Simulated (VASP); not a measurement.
# GeCN2 (R-3m) in VASP: further runs

Aim: see how the results for GeCN2 move with the level of theory and the settings. Levels: PBE, LDA. Tasks: single point.

Everything below comes from runs of VASP 6.6.1. Logs are shortened: lines on timing, memory, paths and dates and some standing lists are left out, and cuts for length are marked.

## 1. The cell of the first run

The structure is trigonal, space group R-3m (No. 166). The conventional cell has a = 3.611 Å, b = 3.611 Å, c = 14.864 Å, α = 90.00°, β = 90.00°, γ = 120.00°. Ge (site symmetry -3m) has 6 N at 2.42 Å within 3.2 Å. N (site symmetry 3m) has 1 C at 1.25 Å within 1.7 Å. C (site symmetry -3m) has 2 N at 1.25 Å within 1.7 Å.

## 2. Single point, PBE

INCAR reads:

```
SYSTEM = GeCN2
  PREC = Accurate
  ENCUT = 520
  EDIFF = 1E-6
  ISMEAR = -1
  SIGMA = 0.05
  LREAL = .FALSE.
  LASPH = .TRUE.
  NELM = 100
  ALGO = Normal
  ISIF = 2
  LWAVE = .FALSE.
  LCHARG = .FALSE.
  GGA = PE
  NBANDS = 22
```

KPOINTS reads:

```
regular mesh
0
G
  9 9 9
  0 0 0
```

POSCAR reads:

```
GeCN2
1.0
    1.8056701223      1.0425041312      4.9545539055
   -1.8056701223      1.0425041312      4.9545539055
    0.0000000000     -2.0850082624      4.9545539055
Ge N C
1 2 1
Direct
    0.0000000000      0.0000000000      0.0000000000
    0.5839044000      0.5839044000      0.5839044000
    0.4160956000      0.4160956000      0.4160956000
    0.5000000000      0.5000000000      0.5000000000
```

Potentials or basis: VASP PAW PBE potentials, release 64 (Ge_d, N, C).

Started as:

```
cat potpaw_PBE.64/Ge_d/POTCAR potpaw_PBE.64/N/POTCAR potpaw_PBE.64/C/POTCAR > POTCAR
mpirun -np 1 vasp_std > vasp.out
```

OUTCAR:

```text
SYSTEM = GeCN2
   PREC = Accurate
   ENCUT = 520
   EDIFF = 1E-6
   ISMEAR = -1
   LREAL = .FALSE.
   LASPH = .TRUE.
   NELM = 100
   ISIF = 2
   GGA = PE

 ion  position               nearest neighbor table
   1  0.000  0.000  0.000-
   2  0.584  0.584  0.584-   4 1.25
   3  0.416  0.416  0.416-   4 1.25
   4  0.500  0.500  0.500-   2 1.25   3 1.25

  LATTYP: Found a trigonal (rhomboedric) cell.
 ALAT       =     5.3753942978
 COS(alpha) =     0.7743235887

  Lattice vectors:

 A1 = (   1.8056701223,   1.0425041312,   4.9545539055)
 A2 = (  -1.8056701223,   1.0425041312,   4.9545539055)
 A3 = (   0.0000000000,  -2.0850082624,   4.9545539055)

Analysis of symmetry for initial positions (statically):
=====================================================================
 Subroutine PRICEL returns:
 Original cell was already a primitive cell.

 Routine SETGRP: Setting up the symmetry group for a
 trigonal (rhombohedral) supercell.

 Subroutine GETGRP returns: Found 12 space group operations
 (whereof 12 operations were pure point group operations)
 out of a pool of 12 trial point group operations.

The static configuration has the point symmetry D_3d.

Analysis of symmetry for dynamics (positions and initial velocities):
=====================================================================
 Subroutine PRICEL returns:
 Original cell was already a primitive cell.

 Routine SETGRP: Setting up the symmetry group for a
 trigonal (rhombohedral) supercell.

 Subroutine GETGRP returns: Found 12 space group operations
 (whereof 12 operations were pure point group operations)
 out of a pool of 12 trial point group operations.

The dynamic configuration has the point symmetry D_3d.

 Subroutine INISYM returns: Found 12 space group operations
 (whereof 12 operations are pure point group operations),
 and found     1 'primitive' translations

----------------------------------------------------------------------------------------

                                     Primitive cell

  volume of cell :      55.9593

  direct lattice vectors                    reciprocal lattice vectors
     1.805670122  1.042504131  4.954553906     0.276905507  0.159871469  0.067278173
    -1.805670122  1.042504131  4.954553906    -0.276905507  0.159871469  0.067278173
     0.000000000 -2.085008262  4.954553906     0.000000000 -0.319742938  0.067278173
[... 80 lines left out ...]
   ISTART =      0    job   : 0-new  1-cont  2-samecut
   ICHARG =      2    charge: 1-file 2-atom 10-const
   ISPIN  =      1    spin polarized calculation?
   LNONCOLLINEAR =      F non collinear calculations
   LSORBIT =      F    spin-orbit coupling
   LASPH  =      T    aspherical Exc in radial PAW
   ENCUT  =  520.0 eV  38.22 Ry    6.18 a.u.   9.99  9.99  9.99*2*pi/ulx,y,z
   NELM   =    100;   NELMIN=  2; NELMDL= -5     # of ELM steps
   EDIFF  = 0.1E-05   stopping-criterion for ELM
   LREAL  =      F    real-space projection
   EDIFFG = 0.1E-04   stopping-criterion for IOM
   NSW    =      0    number of steps for IOM
   IBRION =     -1    ionic relax: 0-MD 1-quasi-New 2-CG
   NFREE  =      0    steps in history (QN), initial steepest desc. (CG)
   ISIF   =      2    stress and relaxation
   ISYM   =      2    0-nonsym 1-usesym 2-fastsym
   POTIM  = 0.5000    time-step for ionic-motion
   TEBEG  =    0.0;   TEEND  =   0.0 temperature during run
   PSTRESS=    0.0 pullay stress
   NELECT =      28.0000    total number of electrons
   NUPDOWN=      -1.0000    fix difference up-down
   EMIN   =  10.00;   EMAX   =-10.00  energy-range for DOS
   EFERMI =   0.00;   METHOD = LEGACY
   ISMEAR =    -1;   SIGMA  =   0.05  broadening in eV -4-tet -1-fermi 0-gaus
   EFERMI_NEDOS =   21; number of points for ismear=-14 and -15
   IALGO  =     38    algorithm
   IMIX   =      4    mixing-type and parameters
     AMIX     =   0.40;   BMIX     =  1.00
     AMIX_MAG =   1.60;   BMIX_MAG =  1.00
  volume/ion in A,a.u.               =      13.99        94.41
  Fermi-wavevector in a.u.,A,eV,Ry     =   1.299681  2.456041 22.982570  1.689171
  Thomas-Fermi vector in A             =   2.430929
   LORBIT       =      0    0 simple, 1 ext, 2 COOP (PROOUT), +10 PAW based schemes
   GGA     = PE    functional components
[... 5 lines left out ...]
 non-spin polarized calculation
  energy-cutoff  :      520.00
  volume of cell :       55.96
 maximum number of plane-waves:      1527
   NGX = 19   NGY = 19   NGZ = 19

 number of electron      28.0000001 magnetization

 Free energy of the ion-electron system (eV)
  ---------------------------------------------------
  ext. energy  EPLUGINS =         0.00000000
  ---------------------------------------------------
  free energy    TOTEN  =       -29.15913146 eV

  energy without entropy =      -29.15913130  energy(sigma->0) =      -29.15913138

 E-fermi :   3.9263     XC(G=0):  -9.5833

 val. band max:        3.3013189097   @ k =  -0.4444  -0.4444   0.2222
 cond. band min:       4.4616469848   @ k =   0.4444   0.4444   0.4444
 fundamental gap:      1.1603280751
 Fermi energy:         3.9263144242

 k-point     1 :       0.0000    0.0000    0.0000
  band No.  band energies     occupation
      1     -21.4209      2.00000
      2     -21.4168      2.00000
      3     -21.4168      2.00000
      4     -21.4076      2.00000
      5     -21.4076      2.00000
      6     -15.7438      2.00000
[... 589 lines left out ...]
     21      12.3318      0.00000
     22      15.3497      0.00000

 [... further k-points ...]

------------------------ aborting loop because EDIFF is reached ----------------------------------------

  FORCE on cell =-STRESS in cart. coord.  units (eV):
  Direction    XX          YY          ZZ          XY          YZ          ZX
  --------------------------------------------------------------------------------------
  -------------------------------------------------------------------------------------
  Total       -0.3620400     -0.3620400     -1.7770049      0.0000000     -0.0000000      0.0000000
  in kB      -10.3656173    -10.3656173    -50.8776684      0.0000000     -0.0000000      0.0000000
  external PRESSURE =     -23.8696343 kB  Pullay stress =       0.0000000 kB

 VOLUME and BASIS-vectors are now :
 -----------------------------------------------------------------------------
  energy-cutoff  :      520.00
  volume of cell :       55.96
      direct lattice vectors                 reciprocal lattice vectors
     1.805670122  1.042504131  4.954553906     0.276905507  0.159871469  0.067278173
    -1.805670122  1.042504131  4.954553906    -0.276905507  0.159871469  0.067278173
     0.000000000 -2.085008262  4.954553906     0.000000000 -0.319742938  0.067278173

 POSITION                                       TOTAL-FORCE (eV/Angst)
 -----------------------------------------------------------------------------------
      0.00000      0.00000      0.00000         0.000000      0.000000     -0.000000
      0.00000      0.00000      8.67896         0.000000     -0.000000     -0.477050
      0.00000      0.00000      6.18470         0.000000     -0.000000      0.477050
      0.00000      0.00000      7.43183        -0.000000      0.000000     -0.000000
 -----------------------------------------------------------------------------------
    total drift:                               -0.000000      0.000000     -0.000000

  FREE ENERGIE OF THE ION-ELECTRON SYSTEM (eV)
  ---------------------------------------------------
  free  energy   TOTEN  =       -29.1591314645 eV

  energy  without entropy=      -29.1591312995  energy(sigma->0) =      -29.15913138
```

OSZICAR:

```text
N       E                     dE             d eps       ncg     rms          rms(c)
DAV:   1     0.229899894022E+03    0.22990E+03   -0.13866E+04  4646   0.253E+03
DAV:   2     0.217700887134E+01   -0.22772E+03   -0.21290E+03  4302   0.696E+02
DAV:   3    -0.309452198490E+02   -0.33122E+02   -0.32717E+02  4504   0.142E+02
DAV:   4    -0.324536597489E+02   -0.15084E+01   -0.15072E+01  4212   0.337E+01
DAV:   5    -0.324864192673E+02   -0.32760E-01   -0.32758E-01  4564   0.533E+00    0.106E+01
DAV:   6    -0.292702878304E+02    0.32161E+01   -0.74943E+00  5276   0.218E+01    0.480E+00
DAV:   7    -0.291762558670E+02    0.94032E-01   -0.96594E-01  4566   0.604E+00    0.276E+00
DAV:   8    -0.291579621550E+02    0.18294E-01   -0.10465E-01  4316   0.252E+00    0.104E+00
DAV:   9    -0.291579626848E+02   -0.52977E-06   -0.12201E-02  4250   0.809E-01    0.213E-01
DAV:  10    -0.291589069205E+02   -0.94424E-03   -0.14054E-03  4198   0.321E-01    0.897E-02
DAV:  11    -0.291591210479E+02   -0.21413E-03   -0.32051E-04  4178   0.165E-01    0.142E-02
DAV:  12    -0.291591304839E+02   -0.94360E-05   -0.48510E-05  4846   0.944E-02    0.801E-03
DAV:  13    -0.291591315861E+02   -0.11022E-05   -0.62950E-06  4166   0.184E-02    0.413E-03
DAV:  14    -0.291591314645E+02    0.12160E-06   -0.69107E-07  3172   0.880E-03
   1 F= -.29159131E+02 E0= -.29159131E+02  d E =-.164953E-06
```

Wall time 3.5 min (1 thread of AMD EPYC 7R43 (Zen 3), shared host); peak memory 0.25 GiB.

What came out:

* Free energy: -29.1591 eV
* Pressure: -2.4 GPa
* Largest force: 0.477 eV/Å
* Band gap on the k mesh: 1.16 eV, indirect (least direct gap 2.03 eV)

Forces on the atoms (eV/Å):
```
Ge   0.000  0.000  0.000
N    0.000  0.000 -0.477
N    0.000  0.000  0.477
C    0.000  0.000  0.000
```

## 3. Single point, PBE

This run uses another cell than the first one, of 14.26 Å³/atom, 1.020 times its volume.

INCAR reads:

```
SYSTEM = GeCN2
ALGO = Normal ; EDIFF = 1E-6
ENCUT = 520 ; GGA = PE
ISIF = 2 ; ISMEAR = -1
LASPH = .True. ; LCHARG = .True.
LELF = .True. ; LREAL = .False.
LVHAR = .True. ; LWAVE = .False.
NBANDS = 22 ; NELM = 80
PREC = Accurate ; SIGMA = 0.05
```

KPOINTS reads:

```
k-points
0
Gamma
  9 9 9
  0 0 0
```

POSCAR reads:

```
GeCN2
1.0
    1.8173955815      1.0492738282      4.9867272349
   -1.8173955815      1.0492738282      4.9867272349
    0.0000000000     -2.0985476564      4.9867272349
Ge N C
1 2 1
Direct
    0.0000000000      0.0000000000      0.0000000000
    0.5839044000      0.5839044000      0.5839044000
    0.4160956000      0.4160956000      0.4160956000
    0.5000000000      0.5000000000      0.5000000000
```

Potentials or basis: VASP PAW PBE potentials, release 64 (Ge_d, N, C).

Started as:

```
cat potpaw_PBE.64/Ge_d/POTCAR potpaw_PBE.64/N/POTCAR potpaw_PBE.64/C/POTCAR > POTCAR
mpirun -np 1 vasp_std > vasp.out
```

Wall time 3.5 min (1 thread of AMD EPYC 7R43 (Zen 3), shared host); peak memory 0.27 GiB.

It converged, with:

- Free energy: -29.1359 eV
- Pressure: -4.7 GPa
- Largest force: 0.991 eV/Å
- Band gap on the k mesh: 1.20 eV, indirect (least direct gap 2.08 eV)

Forces in eV/Å, atoms in the order of the input:
```
Ge   0.000  0.000  0.000
N    0.000  0.000 -0.991
N    0.000  0.000  0.991
C    0.000  0.000  0.000
```

Stress tensor (GPa, compression positive):
```
 -1.93   0.00   0.00
  0.00  -1.93   0.00
  0.00   0.00 -10.12
```

Levels at points of the mesh, in eV from the valence-band top:
| k point | band 10 | band 11 | band 12 | band 13 | band 14 | band 15 | band 16 | band 17 | band 18 | band 19 |
| --- | --- | --- | --- | --- | --- | --- | --- | --- | --- | --- |
| (0.00, 0.00, 0.00) | -4.89 | -4.89 | -2.28 | -1.68 | -1.68 | 2.53 | 3.25 | 3.25 | 5.13 | 7.12 |

## 4. Single point, PBE

This run uses another cell than the first one, of 14.54 Å³/atom, 1.039 times its volume.

INCAR reads:

```
ALGO = Normal ; EDIFF = 1E-6
ENCUT = 520 ; GGA = PE
ISIF = 2 ; ISMEAR = -1
LASPH = True ; LCHARG = False
LREAL = False ; LWAVE = False
NBANDS = 22 ; NELM = 100
PREC = Accurate ; SIGMA = 0.05
```

KPOINTS reads:

```
k-points
0
Gamma
  9 9 9
```

POSCAR reads:

```
GeCN2
1.0
    1.8289716617      1.0559572812      5.0184906852
   -1.8289716617      1.0559572812      5.0184906852
    0.0000000000     -2.1119145624      5.0184906852
Ge N C
1 2 1
Direct
    0.0000000000      0.0000000000      0.0000000000
    0.5839044000      0.5839044000      0.5839044000
    0.4160956000      0.4160956000      0.4160956000
    0.5000000000      0.5000000000      0.5000000000
```

Potentials or basis: VASP PAW PBE potentials, release 64 (Ge_d, N, C).

Started as:

```
cat potpaw_PBE.64/Ge_d/POTCAR potpaw_PBE.64/N/POTCAR potpaw_PBE.64/C/POTCAR > POTCAR
mpirun -np 1 vasp_std > vasp.out
```

OUTCAR:

```text
EDIFF = 1E-6
   ENCUT = 520
   GGA = PE
   ISIF = 2
   ISMEAR = -1
   LASPH = True
   LREAL = False
   NELM = 100
   PREC = Accurate

 ion  position               nearest neighbor table
   1  0.000  0.000  0.000-
   2  0.584  0.584  0.584-   4 1.26
   3  0.416  0.416  0.416-   4 1.26
   4  0.500  0.500  0.500-   2 1.26   3 1.26

  LATTYP: Found a trigonal (rhomboedric) cell.
 ALAT       =     5.4447618751
 COS(alpha) =     0.7743235887

  Lattice vectors:

 A1 = (   1.8289716617,   1.0559572812,   5.0184906852)
 A2 = (  -1.8289716617,   1.0559572812,   5.0184906852)
 A3 = (   0.0000000000,  -2.1119145624,   5.0184906852)

Analysis of symmetry for initial positions (statically):
=====================================================================
 Subroutine PRICEL returns:
 Original cell was already a primitive cell.

 Routine SETGRP: Setting up the symmetry group for a
 trigonal (rhombohedral) supercell.

[... 165 lines left out ...]
  free energy    TOTEN  =       -29.09787881 eV

  energy without entropy =      -29.09787873  energy(sigma->0) =      -29.09787877

 E-fermi :   3.5499     XC(G=0):  -9.4104

 val. band max:        2.8861924722   @ k =  -0.4444  -0.4444   0.2222
 cond. band min:       4.1209870496   @ k =   0.4444   0.4444   0.4444
 fundamental gap:      1.2347945774
 Fermi energy:         3.5499419980

 k-point     1 :       0.0000    0.0000    0.0000
  band No.  band energies     occupation
      1     -21.8337      2.00000
      2     -21.8298      2.00000
      3     -21.8298      2.00000
      4     -21.8212      2.00000
      5     -21.8212      2.00000
      6     -15.7928      2.00000
[... 589 lines left out ...]
     21      11.7139      0.00000
     22      14.7760      0.00000

 [... further k-points ...]

------------------------ aborting loop because EDIFF is reached ----------------------------------------

  FORCE on cell =-STRESS in cart. coord.  units (eV):
  Direction    XX          YY          ZZ          XY          YZ          ZX
  --------------------------------------------------------------------------------------
  -------------------------------------------------------------------------------------
  Total       -0.9953481     -0.9953481     -5.3300014     -0.0000000     -0.0000000      0.0000000
  in kB      -27.4225513    -27.4225513   -146.8453541     -0.0000000     -0.0000000      0.0000000
  external PRESSURE =     -67.2301522 kB  Pullay stress =       0.0000000 kB

 VOLUME and BASIS-vectors are now :
 -----------------------------------------------------------------------------
  energy-cutoff  :      520.00
  volume of cell :       58.15
      direct lattice vectors                 reciprocal lattice vectors
     1.828971662  1.055957281  5.018490685     0.273377664  0.157834668  0.066421033
    -1.828971662  1.055957281  5.018490685    -0.273377664  0.157834668  0.066421033
     0.000000000 -2.111914562  5.018490685     0.000000000 -0.315669336  0.066421033

 POSITION                                       TOTAL-FORCE (eV/Angst)
 -----------------------------------------------------------------------------------
      0.00000      0.00000      0.00000         0.000000     -0.000000     -0.000000
      0.00000      0.00000      8.79096         0.000000     -0.000000     -1.469899
      0.00000      0.00000      6.26452         0.000000      0.000000      1.469899
      0.00000      0.00000      7.52774         0.000000     -0.000000     -0.000000
 -----------------------------------------------------------------------------------
    total drift:                               -0.000000      0.000000     -0.000000

  FREE ENERGIE OF THE ION-ELECTRON SYSTEM (eV)
  ---------------------------------------------------
  free  energy   TOTEN  =       -29.0978788144 eV

  energy  without entropy=      -29.0978787286  energy(sigma->0) =      -29.09787877
```

OSZICAR:

```text
N       E                     dE             d eps       ncg     rms          rms(c)
DAV:   1     0.223647579699E+03    0.22365E+03   -0.13855E+04  4646   0.251E+03
DAV:   2     0.928227257875E+00   -0.22272E+03   -0.20845E+03  4300   0.662E+02
DAV:   3    -0.309032356088E+02   -0.31831E+02   -0.31463E+02  4546   0.139E+02
DAV:   4    -0.322922054822E+02   -0.13890E+01   -0.13880E+01  4152   0.322E+01
DAV:   5    -0.323221858484E+02   -0.29980E-01   -0.29979E-01  4596   0.510E+00    0.104E+01
DAV:   6    -0.292034356943E+02    0.31188E+01   -0.76144E+00  5184   0.209E+01    0.467E+00
DAV:   7    -0.291140151680E+02    0.89421E-01   -0.96584E-01  4582   0.598E+00    0.270E+00
DAV:   8    -0.290968215107E+02    0.17194E-01   -0.10643E-01  4298   0.247E+00    0.107E+00
DAV:   9    -0.290966839885E+02    0.13752E-03   -0.12664E-02  4214   0.847E-01    0.214E-01
DAV:  10    -0.290976295537E+02   -0.94557E-03   -0.15676E-03  4130   0.317E-01    0.925E-02
DAV:  11    -0.290978691850E+02   -0.23963E-03   -0.36880E-04  4142   0.179E-01    0.144E-02
DAV:  12    -0.290978775226E+02   -0.83376E-05   -0.52717E-05  4802   0.935E-02    0.808E-03
DAV:  13    -0.290978788859E+02   -0.13633E-05   -0.72429E-06  4148   0.207E-02    0.388E-03
DAV:  14    -0.290978788144E+02    0.71524E-07   -0.57491E-07  3106   0.725E-03
   1 F= -.29097879E+02 E0= -.29097879E+02  d E =-.857335E-07
```

stdout:

```text
POSCAR found type information on POSCAR GeN C
 POSCAR found :  3 types and       4 ions
 scaLAPACK will be used
 LDA part: xc-table for (Slater+PW92), standard interpolation
 POSCAR, INCAR and KPOINTS ok, starting setup
 FFT: planning ... GRIDC
 FFT: planning ... GRID_SOFT
 FFT: planning ... GRID
 WAVECAR not read
 entering main loop
```

It took 4 min on 1 thread of AMD EPYC 7R43 (Zen 3), shared host; peak memory 0.26 GiB.

Results:

| Quantity | Value |
| --- | --- |
| Free energy | -29.0979 eV |
| Pressure | -6.7 GPa |
| Largest force | 1.470 eV/Å |
| Band gap on the k mesh | 1.23 eV, indirect (least direct gap 2.13 eV) |

Forces in eV/Å, atoms in the order of the input:
```
Ge   0.000  0.000  0.000
N    0.000  0.000 -1.470
N    0.000  0.000  1.470
C    0.000  0.000  0.000
```

Stress tensor (GPa, compression positive):
```
 -2.74   0.00   0.00
  0.00  -2.74   0.00
  0.00   0.00 -14.68
```

Caveat: forces of over 1 eV/Å act on the atoms, so gaps and moduli don't describe the material at rest. A k mesh can miss the band edges.

## 5. Single point, LDA

This run uses another cell than the first one, of 12.89 Å³/atom, 0.922 times its volume.

INCAR reads:

```
SYSTEM = GeCN2
  PREC = Accurate
  ENCUT = 520
  EDIFF = 1E-7
  ISMEAR = -1
  SIGMA = 0.05
  LREAL = .FALSE.
  LASPH = .TRUE.
  NELM = 80
  ALGO = Normal
  ISIF = 2
  LWAVE = .FALSE.
  LCHARG = .FALSE.
  GGA = CA
  NBANDS = 22
```

KPOINTS reads:

```
Automatic mesh
0
G
  9 9 9
  0 0 0
```

POSCAR reads:

```
GeCN2
1.0
    1.7571721281      1.0145038012      4.8214809130
   -1.7571721281      1.0145038012      4.8214809130
    0.0000000000     -2.0290076023      4.8214809130
Ge N C
1 2 1
Direct
    0.0000000000      0.0000000000      0.0000000000
    0.5839044000      0.5839044000      0.5839044000
    0.4160956000      0.4160956000      0.4160956000
    0.5000000000      0.5000000000      0.5000000000
```

Potentials or basis: VASP PAW LDA potentials, release 64 (Ge_d, N, C).

Started as:

```
cat potpaw_LDA.64/Ge_d/POTCAR potpaw_LDA.64/N/POTCAR potpaw_LDA.64/C/POTCAR > POTCAR
mpirun -np 1 vasp_std > vasp.out
```

Run time: 2.4 min. Hardware: 1 thread of Intel Xeon Platinum 8488C (Sapphire Rapids), shared host; peak memory 0.25 GiB.

It converged, with:

* Free energy: -32.2103 eV
* Pressure: 2.1 GPa
* Largest force: 1.719 eV/Å
* Band gap on the k mesh: 0.80 eV, indirect (least direct gap 1.48 eV)

Forces in eV/Å, atoms in the order of the input:
```
Ge   0.000  0.000  0.000
N    0.000  0.000  1.719
N    0.000  0.000 -1.719
C    0.000  0.000  0.000
```

Stress tensor (GPa, compression positive):
```
-2.55  0.00  0.00
 0.00 -2.55  0.00
 0.00  0.00 11.52
```

Levels at points of the mesh, in eV from the valence-band top:
| k point | band 11 | band 12 | band 13 | band 14 | band 15 | band 16 | band 17 | band 18 |
| --- | --- | --- | --- | --- | --- | --- | --- | --- |
| (0.00, 0.00, 0.00) | -5.62 | -2.17 | -2.17 | -1.75 | 2.44 | 3.26 | 3.26 | 4.67 |

Caveat: forces of over 1 eV/Å act on the atoms, so gaps and moduli don't describe the material at rest.

(Part 1 of 2 ends here.)
